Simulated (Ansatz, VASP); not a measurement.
# Al2BAs3 in VASP and in Ansatz

```
Al B As
1.0
     3.73543    0.00000    0.00000
    -1.86772    3.23498    0.00000
     0.00000    0.00000    9.14990
Al B As
2 1 3
Cartesian
  0.0000 0.0000 0.0000
  1.8677 1.0783 3.0500
  0.0000 2.1567 6.0999
  0.0000 0.0000 2.2875
  1.8677 1.0783 5.3374
  0.0000 2.1567 8.3874
```

Alike in both runs: task relaxation of cell and atoms; functional PBE; k mesh 6 × 6 × 2; occupations gaussian, width 0.1 eV; no spin polarisation.

|  | VASP | Ansatz |
| --- | --- | --- |
| version | VASP 6.6.1 | Ansatz 0.2.0 |
| potentials or method | VASP PAW PBE potentials, release 64 (Al, B, As), cutoff 600 eV | scalar-relativistic, plane waves, PAW |
| valence electrons in the cell | 24 | 54 |

Ansatz gave:

| Property | Result |
| --- | --- |
| gap on the k mesh at the Fermi level, each at its own relaxed structure (eV) | 0.33 |
| relaxed volume (Å³/atom) | 20.33 |
| relaxed cell length with the largest relative difference (Å) | 3.841 |

Which values does VASP return?

gap on the k mesh at the Fermi level, each at its own relaxed structure (eV): 0.31; relaxed volume (Å³/atom): 20.39; relaxed cell length with the largest relative difference (Å): 3.845.

VASP's potentials hold 24 valence electrons a cell and Ansatz's 54, so a difference there can come from the potentials and not from the codes.
